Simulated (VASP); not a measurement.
Input of a VASP 6.6.1 run:

File POSCAR:

```
Pt
1.0
    2.7562755491      0.0000000000      0.0000000000
   -1.3781377746      2.3870046454      0.0000000000
    0.0000000000      0.0000000000      9.3295755805
Pt
4
Direct
    1.0000000000      0.0000000000      0.0000000000
    1.0000000000      0.0000000000      0.5000000000
    0.3333333333      0.6666666667      0.2500000000
    0.6666666667      0.3333333333      0.7500000000
```

Contents of INCAR.step1:

```
PREC     = Accurate       # precision mode
ENCUT    = 520            # plane-wave cutoff, eV
ISMEAR   = -1             # smearing method
SIGMA    = 0.05           # smearing width, eV
LREAL    = F              # projectors in reciprocal space
LASPH    = T              # aspherical terms in the spheres
NELM     = 150            # most SCF steps
ISPIN    = 2              # spin polarisation
MAGMOM   = 1 1 1 1        # initial moments
LMAXMIX  = 4              # l up to which the mixer works
NBANDS   = 32             # bands
GGA      = PE             # functional
ALGO     = Normal         # electronic algorithm
EDIFF    = 1E-4           # SCF threshold, eV
LWAVE    = T              # write WAVECAR
LCHARG   = F              # write CHGCAR
```

File INCAR.step2:

```
PREC     = Accurate       # precision mode
ENCUT    = 520            # plane-wave cutoff, eV
EDIFF    = 1E-6           # SCF threshold, eV
ISMEAR   = -1             # smearing method
SIGMA    = 0.05           # smearing width, eV
LREAL    = F              # projectors in reciprocal space
LASPH    = T              # aspherical terms in the spheres
NELM     = 150            # most SCF steps
ALGO     = Normal         # electronic algorithm
ISIF     = 2              # what is computed and relaxed
LWAVE    = F              # write WAVECAR
LCHARG   = T              # write CHGCAR
ISPIN    = 2              # spin polarisation
MAGMOM   = 1 1 1 1        # initial moments
LORBIT   = 11             # projections on sites
LMAXMIX  = 4              # l up to which the mixer works
METAGGA  = R2SCAN         # meta-GGA
LMIXTAU  = T            
LELF     = T              # ELF
LVHAR    = T            
NBANDS   = 32             # bands
ISTART   = 1
```

KPOINTS

```
regular mesh
0
Gamma
  17 17 5
```

Potentials or basis: VASP PAW PBE potentials, release 64 (Pt).

The run is started by

```sh
$ cat potpaw_PBE.64/Pt/POTCAR > POTCAR
$ cp INCAR.step1 INCAR
$ mpirun -np 1 vasp_std > vasp.out
$ cp INCAR.step2 INCAR
$ mpirun -np 1 vasp_std > vasp.out
```

(1) Predict the net moment.

(2) What does it give for the band gap on the k mesh?

(3) Estimate the pressure.

Results:

(1) 0.01 μB per cell.

(2) zero (filled and empty bands overlap).

(3) 0.7 GPa.

Caveat: the PAW data sets were made with another functional, which shifts forces and pressure a little; spin-orbit coupling is left out, which moves the levels of the heavy elements.
